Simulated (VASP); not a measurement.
The system is Li.

```
Li
1.0
     3.03914    0.00000    0.00000
    -1.01305    2.86533    0.00000
    -1.01305   -1.43267    2.48145
Li
1
Direct
  0.00000 0.00000 0.00000
```

```yaml
Program: VASP 6.6.1
Task: relaxation of cell and atoms
Functional: LDA
Potentials_or_basis: VASP PAW LDA potentials, release 64 (Li_sv)
Cutoff: 600 eV
k_mesh: 17 × 17 × 17
Occupations: methfessel-paxton, width 0.05 eV
Spin: no spin polarisation
```

At the start: pressure -1.7 GPa; volume 21.61 Å³/atom.

Task: How do energy, volume and symmetry change on relaxing?

Result: Over 4 steps the energy falls by 16.8 meV/atom and the volume is 18.68 Å³/atom (-13.5 %); space group Im-3m (No. 229, to 0.1 Å) before and after.

The path:
| step | energy change (eV) | largest force (eV/Å) | pressure (GPa) | volume (Å³) |
| --- | --- | --- | --- | --- |
| 1 | 0.0000 | 0.0000 | -1.68 | 21.61 |
| 2 | -0.0067 | 0.0000 | -1.38 | 20.91 |
| 3 | -0.0160 | 0.0000 | -0.43 | 19.31 |
| 4 | -0.0168 | 0.0000 | 0.06 | 18.68 |

Final structure:
```yaml
crystal:
  lattice:
    - [2.89523, 0.00000, 0.00000]
    - [-0.96508, 2.72965, 0.00000]
    - [-0.96508, -1.36483, 2.36395]
  atoms:
    - { symbol: Li, position: [0.00000, 0.00000, 0.00000] }
```

Caveat: the cutoff is under 1.25 times the usual one of these potentials, so pressure, stress and relaxed cells hold a basis-set (Pulay) error.
